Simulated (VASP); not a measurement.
# Al (P6/mmm) in VASP: further runs, part 2 of 2

VASP 6.6.1.

## 5. Single point, LDA

This run uses another cell than the first one, of 23.78 Å³/atom, 1.012 times its volume.

Contents of INCAR:

```
ALGO = Fast
EDIFF = 1E-6
ENCUT = 520
GGA = CA
ISIF = 2
ISMEAR = -1
LASPH = True
LCHARG = False
LREAL = False
LWAVE = False
NBANDS = 10
NELM = 80
PREC = Accurate
SIGMA = 0.05
```

Contents of KPOINTS:

```
k-points
0
Gamma
  7 7 10
```

Contents of POSCAR:

```
Al
1.0
    4.4916000000      0.0000000000      0.0000000000
   -2.2458000000      3.8898400000      0.0000000000
    0.0000000000      0.0000000000      2.7226000000
Al
2
Direct
    0.3333300000      0.6666700000      0.0000000000
    0.6666700000      0.3333300000      0.0000000000
```

Potentials or basis: VASP PAW LDA potentials, release 64 (Al).

On the command line:

```bash
cat potpaw_LDA.64/Al/POTCAR > POTCAR
mpirun -np 1 vasp_std > vasp.out
```

OUTCAR:

```text
EDIFF = 1E-6
   ENCUT = 520
   GGA = CA
   ISIF = 2
   ISMEAR = -1
   LASPH = True
   LREAL = False
   NELM = 80
   PREC = Accurate

 ion  position               nearest neighbor table
   1  0.333  0.667  0.000-   2 2.59   2 2.59   2 2.59
   2  0.667  0.333  0.000-   1 2.59   1 2.59   1 2.59

  LATTYP: Found a hexagonal cell.
 ALAT       =     4.4916000000
 C/A-ratio  =     0.6061537091

  Lattice vectors:

 A1 = (   4.4916000000,   0.0000000000,   0.0000000000)
 A2 = (  -2.2458000000,   3.8898400000,   0.0000000000)
 A3 = (   0.0000000000,   0.0000000000,   2.7226000000)

Analysis of symmetry for initial positions (statically):
=====================================================================
 Subroutine PRICEL returns:
 Original cell was already a primitive cell.

 Routine SETGRP: Setting up the symmetry group for a
 hexagonal supercell.

 Subroutine GETGRP returns: Found  8 space group operations
 (whereof  8 operations were pure point group operations)
 out of a pool of 24 trial point group operations.

The static configuration has the point symmetry D_2h.

Analysis of symmetry for dynamics (positions and initial velocities):
=====================================================================
 Subroutine PRICEL returns:
 Original cell was already a primitive cell.

 Routine SETGRP: Setting up the symmetry group for a
 hexagonal supercell.

 Subroutine GETGRP returns: Found  8 space group operations
 (whereof  8 operations were pure point group operations)
 out of a pool of 24 trial point group operations.

The dynamic configuration has the point symmetry D_2h.

 Subroutine INISYM returns: Found  8 space group operations
 (whereof  8 operations are pure point group operations),
 and found     1 'primitive' translations

----------------------------------------------------------------------------------------

                                     Primitive cell

  volume of cell :      47.5682

  direct lattice vectors                    reciprocal lattice vectors
     4.491600000  0.000000000  0.000000000     0.222637813  0.128539991  0.000000000
    -2.245800000  3.889840000  0.000000000     0.000000000  0.257079983  0.000000000
     0.000000000  0.000000000  2.722600000     0.000000000  0.000000000  0.367295967

  length of vectors
     4.491600000  4.491600257  2.722600000     0.257079997  0.257079983  0.367295967

  position of ions in fractional coordinates (direct lattice)
     0.333330000  0.666670000  0.000000000
     0.666670000  0.333330000  0.000000000

  ion indices of the primitive-cell ions
   primitive index   ion index
                 1           1
                 2           2

----------------------------------------------------------------------------------------

 KPOINTS: k-points

Automatic generation of k-mesh.
 Grid dimensions read from file:
 generate k-points for:    7    7   10

 Generating k-lattice:

  Cartesian coordinates                     Fractional coordinates (reciprocal lattice)
     0.031805402  0.018362856  0.000000000     0.142857143  0.000000000  0.000000000
     0.000000000  0.036725712  0.000000000     0.000000000  0.142857143  0.000000000
     0.000000000  0.000000000  0.036729597     0.000000000  0.000000000  0.100000000

  Length of vectors
     0.036725714  0.036725712  0.036729597

  Shift w.r.t. Gamma in fractional coordinates (k-lattice)
     0.000000000  0.000000000  0.000000000

 Subroutine IBZKPT returns following result:
 ===========================================

 Found     96 irreducible k-points:

 Following reciprocal coordinates:
            Coordinates               Weight
  0.000000  0.000000  0.000000      1.000000
  0.142857  0.000000  0.000000      4.000000
 -0.142857  0.142857  0.000000      2.000000
  0.285714  0.000000  0.000000      4.000000
 -0.285714  0.285714  0.000000      2.000000
  0.428571  0.000000  0.000000      4.000000
[... 16 lines left out ...]
 -0.428571  0.428571  0.100000      4.000000
  0.142857  0.142857  0.100000      4.000000
 [... further k-points ...]
   k-points           NKPTS =     96   k-points in BZ     NKDIM =     96   number of bands    NBANDS=     10
   number of dos      NEDOS =    301   number of ions     NIONS =      2
   total plane-waves  NPLWV =  25920
   dimension x,y,z NGX =    36 NGY =   36 NGZ =   20
   dimension x,y,z NGXF=    72 NGYF=   72 NGZF=   40
   ions per type =               2
   NGX,Y,Z   is equivalent  to a cutoff of  13.32, 13.32, 12.21 a.u.
   NGXF,Y,Z  is equivalent  to a cutoff of  26.65, 26.65, 24.42 a.u.
 SYSTEM =  unknown system
   PREC   = accura    normal or accurate (medium, high low for compatibility)
   ISTART =      0    job   : 0-new  1-cont  2-samecut
   ICHARG =      2    charge: 1-file 2-atom 10-const
   ISPIN  =      1    spin polarized calculation?
   LNONCOLLINEAR =      F non collinear calculations
   LSORBIT =      F    spin-orbit coupling
   LASPH  =      T    aspherical Exc in radial PAW
   ENCUT  =  520.0 eV  38.22 Ry    6.18 a.u.   8.35  8.35  5.06*2*pi/ulx,y,z
   NELM   =     80;   NELMIN=  2; NELMDL= -5     # of ELM steps
   EDIFF  = 0.1E-05   stopping-criterion for ELM
   LREAL  =      F    real-space projection
   EDIFFG = 0.1E-04   stopping-criterion for IOM
   NSW    =      0    number of steps for IOM
   IBRION =     -1    ionic relax: 0-MD 1-quasi-New 2-CG
   NFREE  =      0    steps in history (QN), initial steepest desc. (CG)
   ISIF   =      2    stress and relaxation
   ISYM   =      2    0-nonsym 1-usesym 2-fastsym
   POTIM  = 0.5000    time-step for ionic-motion
   TEBEG  =    0.0;   TEEND  =   0.0 temperature during run
   PSTRESS=    0.0 pullay stress
   NELECT =       6.0000    total number of electrons
   NUPDOWN=      -1.0000    fix difference up-down
   EMIN   =  10.00;   EMAX   =-10.00  energy-range for DOS
   EFERMI =   0.00;   METHOD = LEGACY
   ISMEAR =    -1;   SIGMA  =   0.05  broadening in eV -4-tet -1-fermi 0-gaus
   EFERMI_NEDOS =   21; number of points for ismear=-14 and -15
   IALGO  =     68    algorithm
   IMIX   =      4    mixing-type and parameters
     AMIX     =   0.40;   BMIX     =  1.00
     AMIX_MAG =   1.60;   BMIX_MAG =  1.00
  volume/ion in A,a.u.               =      23.78       160.50
  Fermi-wavevector in a.u.,A,eV,Ry     =   0.821019  1.551500  9.171302  0.674072
  Thomas-Fermi vector in A             =   1.932104
   LORBIT       =      0    0 simple, 1 ext, 2 COOP (PROOUT), +10 PAW based schemes
   GGA     = CA    functional components
   LHFCALC =     F    Hartree Fock is set to
   AEXX    =    0.0000 exact exchange contribution
   IVDW    =     0    specifies the selected vdW correction
   LEPSILON=     F    determine dielectric tensor
   LRPA    =     F    only Hartree local field effects (RPA)
 non-spin polarized calculation
 RMM-DIIS sequential band-by-band and
  energy-cutoff  :      520.00
  volume of cell :       47.57
 maximum number of plane-waves:      1301
 NGX is ok and might be reduce to    36
   NGX = 17   NGY = 17   NGZ = 11

 number of electron       6.0000000 magnetization

 Free energy of the ion-electron system (eV)
  ---------------------------------------------------
  ext. energy  EPLUGINS =         0.00000000
  ---------------------------------------------------
  free energy    TOTEN  =        -7.31221900 eV

  energy without entropy =       -7.30664108  energy(sigma->0) =       -7.30943004

 E-fermi :   4.0102     XC(G=0):  -8.7685

 val. band max:        3.9526574832   @ k =   0.2857   0.0000   0.3000
 cond. band min:       4.0249147943   @ k =   0.4286   0.4286   0.4000
 fundamental gap:      0.0722573111
 Fermi energy:         4.0101647557

 k-point     1 :       0.0000    0.0000    0.0000
  band No.  band energies     occupation
      1      -4.9134      2.00000
      2       3.1782      2.00000
      3       3.1784      2.00000
      4       3.5374      1.99984
      5       6.2460      0.00000
      6       6.2462      0.00000
      7       9.4038      0.00000
      8      13.4781      0.00000
      9      14.0238      0.00000
     10      19.8689      0.00000
[... 287 lines left out ...]
 k-point    24 :       0.1429    0.1429    0.1000
  band No.  band energies     occupation
      1      -4.1930      2.00000
      2       0.4428      2.00000
      3       2.3515      2.00000
      4       5.7844      0.00000
      5       6.3551      0.00000
      6       8.7627      0.00000
      7      10.4802      0.00000
      8      12.7679      0.00000
      9      15.5002      0.00000
     10      15.9032      0.00000

 [... further k-points ...]
[... 5 lines left out ...]
  --------------------------------------------------------------------------------------
  -------------------------------------------------------------------------------------
  Total       -0.0665027     -0.0661179     -0.3476744      0.0003332      0.0000000      0.0000000
  in kB       -2.2399235     -2.2269632    -11.7102634      0.0112243      0.0000000      0.0000000
  external PRESSURE =      -5.3923834 kB  Pullay stress =       0.0000000 kB

 VOLUME and BASIS-vectors are now :
 -----------------------------------------------------------------------------
  energy-cutoff  :      520.00
  volume of cell :       47.57
      direct lattice vectors                 reciprocal lattice vectors
     4.491600000  0.000000000  0.000000000     0.222637813  0.128539991  0.000000000
    -2.245800000  3.889840000  0.000000000     0.000000000  0.257079983  0.000000000
     0.000000000  0.000000000  2.722600000     0.000000000  0.000000000  0.367295967

 POSITION                                       TOTAL-FORCE (eV/Angst)
 -----------------------------------------------------------------------------------
     -0.00002      2.59324      0.00000         0.000280     -0.000161      0.000000
      2.24582      1.29660      0.00000        -0.000280      0.000161      0.000000
 -----------------------------------------------------------------------------------
    total drift:                               -0.000000      0.000000     -0.000000

  FREE ENERGIE OF THE ION-ELECTRON SYSTEM (eV)
  ---------------------------------------------------
  free  energy   TOTEN  =        -7.3122190015 eV

  energy  without entropy=       -7.3066410805  energy(sigma->0) =       -7.30943004
```

stdout:

```text
POSCAR found type information on POSCAR Al
 POSCAR found :  1 types and       2 ions
 scaLAPACK will be used
 LDA part: xc-table for (Slater(with rela. corr.)+CA(PZ))
 , standard interpolation
 POSCAR, INCAR and KPOINTS ok, starting setup
 FFT: planning ... GRIDC
 FFT: planning ... GRID_SOFT
 FFT: planning ... GRID
 WAVECAR not read
 entering main loop
```

It took 49 s on 1 thread of AMD EPYC 7R13 (Zen 3), shared host; peak memory 0.13 GiB.

Results:

* Free energy: -7.3122 eV
* Pressure: -0.5 GPa
* Band gap on the k mesh: zero (band 3 reaches 6.46 eV, above the bottom of band 4 at 3.02 eV)

## 6. Summary

| level | potentials or basis | cell | smearing | gap on the mesh (eV) | pressure (GPa) |
| --- | --- | --- | --- | --- | --- |
| LDA | VASP PAW LDA potentials, release 64 (Al) | a = 4.482, b = 4.482, c = 2.701 Å, angles 90.0, 90.0, 120.0°, 2 atoms | fermi-dirac 0.05 eV | none | 0.0 |
| PBE | VASP PAW PBE potentials, release 64 (Al) | a = 4.550, b = 4.550, c = 2.744 Å, angles 90.0, 90.0, 120.0°, 2 atoms | fermi-dirac 0.05 eV | none | 0.0 |
| PBE | VASP PAW PBE potentials, release 64 (Al) | a = 4.492, b = 4.492, c = 2.723 Å, angles 90.0, 90.0, 120.0°, 2 atoms | gaussian 0.011 eV | none | 1.6 |
| LDA | VASP PAW LDA potentials, release 64 (Al) | a = 4.492, b = 4.492, c = 2.723 Å, angles 90.0, 90.0, 120.0°, 2 atoms | fermi-dirac 0.05 eV | none | -0.5 |

Alike in all rows: task single point; no spin polarisation; k mesh 7 × 7 × 10; cutoff (eV) 520.

Absolute energies hang on the potentials; compare differences alone.
